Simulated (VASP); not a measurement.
Write the native input for VASP 6.6.1 that does the following.

- Task: single point
- Functional: r2SCANh
- Potentials or basis: VASP PAW PBE potentials, release 64 (Ga_d, F)
- Cutoff: 520 eV
- k mesh: 4 × 4 × 4
- Occupations: fermi-dirac, width 0.05 eV
- Spin: no spin polarisation
- Dipole correction: no
- Grid for exact exchange (PRECFOCK): Normal
- Further INCAR settings: ALGO = Normal; EDIFF = 1e-06; NBANDS = 17

GaF:

```xyz
2
Lattice="3.1659 0.0000 0.0000 0.0000 3.1659 0.0000 0.0000 0.0000 3.1659" Properties=species:S:1:pos:R:3 pbc="T T T"
Ga    0.0000    0.0000    0.0000
F     1.5830    1.5830    1.5830
```

The input as run:

POSCAR

```
GaF
1.0
    3.1659200000      0.0000000000      0.0000000000
    0.0000000000      3.1659200000      0.0000000000
    0.0000000000      0.0000000000      3.1659200000
Ga F
1 1
Direct
    0.0000000000      0.0000000000      0.0000000000
    0.5000000000      0.5000000000      0.5000000000
```

INCAR.step1

```
  ALGO = Normal
  EDIFF = 1E-5
  ENCUT = 520
  GGA = PE
  ISIF = 2
  ISMEAR = -1
  LASPH = T
  LREAL = F
  LWAVE = T
  NBANDS = 17
  NELM = 100
  PREC = Accurate
  SIGMA = 0.05
```

INCAR.step2

```
  AEXX = 0.1
  ALGO = Normal
  EDIFF = 1E-6
  ENCUT = 520
  ISIF = 2
  ISMEAR = -1
  ISTART = 1
  LASPH = T
  LCHARG = T
  LELF = T
  LHFCALC = T
  LMIXTAU = T
  LREAL = F
  LVHAR = T
  LWAVE = F
  METAGGA = R2SCAN
  NBANDS = 17
  NELM = 100
  PREC = Accurate
  PRECFOCK = Normal
  SIGMA = 0.05
```

KPOINTS

```
k-points
0
Gamma
  4 4 4
```

Potentials or basis: VASP PAW PBE potentials, release 64 (Ga_d, F).

Command:

```console
$ cat potpaw_PBE.64/Ga_d/POTCAR potpaw_PBE.64/F/POTCAR > POTCAR
$ cp INCAR.step1 INCAR
$ mpirun -np 1 vasp_std > vasp.out
$ cp INCAR.step2 INCAR
$ mpirun -np 1 vasp_std > vasp.out
```

It gave:

| Quantity | Value |
| --- | --- |
| Pressure | -1.3 GPa |
| Band gap on the k mesh | 0.99 eV, indirect (least direct gap 2.12 eV) |

Caveat: the k points lie up to 0.50 Å⁻¹ apart; the PAW data sets were made with another functional, which shifts forces and pressure a little.

It took 6.8 min on 1 thread of AMD EPYC 7R43 64-Core Processor (Zen 3), on a shared host, peak memory 0.12 GiB.
